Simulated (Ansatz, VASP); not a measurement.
One calculation of Si, two programs

```
Si
1.0
    14.00000    0.00000    0.00000
     0.00000   14.40000    0.00000
     0.00000    0.00000   14.80000
Si
1
Direct
  0.50000 0.50000 0.50000
```

Alike in both runs: task single point; functional PBE; k mesh 1 × 1 × 1; occupations fermi-dirac, width 0.01 eV; collinear spin.

|  | VASP | Ansatz |
| --- | --- | --- |
| version | VASP 6.6.1 | Ansatz 0.2.0 |
| potentials or method | VASP PAW PBE potentials, release 64 (Si), cutoff 520 eV | plane waves (420 eV) with PAW, scalar-relativistic |
| valence electrons in the cell | 4 | 4 |

Ansatz gave:

* net moment per atom (μB): 2.00
* size of the moment on the site where the two differ most (μB): 2.00

Q: Which values does VASP return?

A: net moment per atom (μB): 2.00; size of the moment on the site where the two differ most (μB): 0.57.

Site moments also hang on the region over which each program counts them.
